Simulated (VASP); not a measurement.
## C: G0W0 quasiparticle levels with PBE

Crystal: C.

```xyz
2
Lattice="0.0000 1.7801 1.7445 1.7801 0.0000 1.7445 1.7801 1.7801 0.0000" Properties=species:S:1:pos:R:3 pbc="T T T"
C     0.0000    0.0000    0.0000
C     0.8901    0.8901    0.8723
```

```yaml
Program: VASP 6.6.1
Task: G0W0 quasiparticle levels
Functional: PBE
Potentials_or_basis: VASP PAW PBE potentials, release 64 (C_GW)
Cutoff: 500 eV
k_mesh: 6 × 6 × 6
Occupations: gaussian, width 0.01 eV
Spin: no spin polarisation
Dipole_correction: no
GW_scheme: G0W0
GW_iterations: 1
Cutoff_of_the_response_function: 150
Frequency_points: 48
Empty_bands: 46
Further_INCAR_settings: ALGO = EVGW0; EDIFF = 1e-08; NBANDS = 50
```

- Quasiparticle gap: 4.96 eV
- Least direct quasiparticle gap: 6.99 eV
- Band gap of the starting levels on the mesh: 3.69 eV
- Least direct gap of the starting levels on the mesh: 5.30 eV

It took 63 s on 1 thread of Intel(R) Xeon(R) 6975P-C (Granite Rapids), on a shared host, peak memory 0.22 GiB.

Caveat: the k points lie up to 0.51 Å⁻¹ apart; bands, screening cutoff and mesh are small and nothing is extrapolated, so the quasiparticle values aren't converged.
